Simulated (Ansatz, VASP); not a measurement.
**Two plane-wave programs on Te**

INCAR

```
SYSTEM = Te
PREC = Accurate
ENCUT = 520
EDIFF = 1E-7
ISMEAR = 0
SIGMA = 0.05
LREAL = .FALSE.
LASPH = .TRUE.
NELM = 100
ALGO = Normal
ISIF = 2
LWAVE = .FALSE.
LCHARG = .FALSE.
GGA = PS
NBANDS = 16
```

File KPOINTS:

```
regular mesh
0
G
  9 9 6
  0 0 0
```

Contents of POSCAR:

```
Te
1.0
    4.4344310024      0.0000000000      0.0000000000
   -2.2172155012      3.8403298994      0.0000000000
    0.0000000000      0.0000000000      6.0757466748
Te
3
Direct
    0.2824924639      0.0000000000      0.1666666667
    0.0000000000      0.2824924639      0.8333333333
    0.7175075361      0.7175075361      0.5000000000
```

Input for Ansatz:

```yaml
crystal:
  lattice:
    - [4.4344310024, 0.0, 0.0]
    - [-2.2172155012, 3.8403298994, 0.0]
    - [0.0, 0.0, 6.0757466748]
  atoms:
    - { symbol: Te, position: [0.2824924639, 0.0, 0.1666666667] }
    - { symbol: Te, position: [0.0, 0.2824924639, 0.8333333333] }
    - { symbol: Te, position: [0.7175075361, 0.7175075361, 0.5] }
basis:
  ecutwfc: 420
kpoints:
  mp_grid: { grid: [9, 9, 6] }
hamiltonian:
  xc: pbesol
scf:
  occupations: { method: gaussian, width: 0.05 }
output:
  forces: true
  stress: true
  eigenvalues: true
  populations: true
```

Alike in both runs: task single point; functional PBEsol; k mesh 9 × 9 × 6; occupations gaussian, width 0.05 eV; no spin polarisation.

```csv
,VASP,Ansatz
version,VASP 6.6.1,Ansatz 0.2.0
potentials or method,"VASP PAW PBE potentials, release 64 (Te), cutoff 520 eV","scalar-relativistic, plane waves, PAW"
valence electrons in the cell,18,48
```

Ansatz gave:

| Quantity | Value |
| --- | --- |
| gap on the k mesh at the Fermi level (eV) | 0.04 |
| least direct gap on the mesh (eV) | 0.04 |
| pressure (GPa) | -3.2 |
| traceless stress, the component that is largest in VASP (GPa) | -0.75 |
| rms of the force components (eV/Å) | 0.136 |

Task: What did VASP give for the same quantities?

Result: gap on the k mesh at the Fermi level (eV): 0.02; least direct gap on the mesh (eV): 0.02; pressure (GPa): -3.2; traceless stress, the component that is largest in VASP (GPa): -0.72; rms of the force components (eV/Å): 0.129.

VASP's potentials were made for PBE, not for PBEsol. Atom by atom the forces differ by 0.007 eV/Å (rms over components). VASP's potentials hold 18 valence electrons a cell and Ansatz's 48, so a difference there can come from the potentials and not from the codes.

Neither program's run includes spin-orbit coupling.
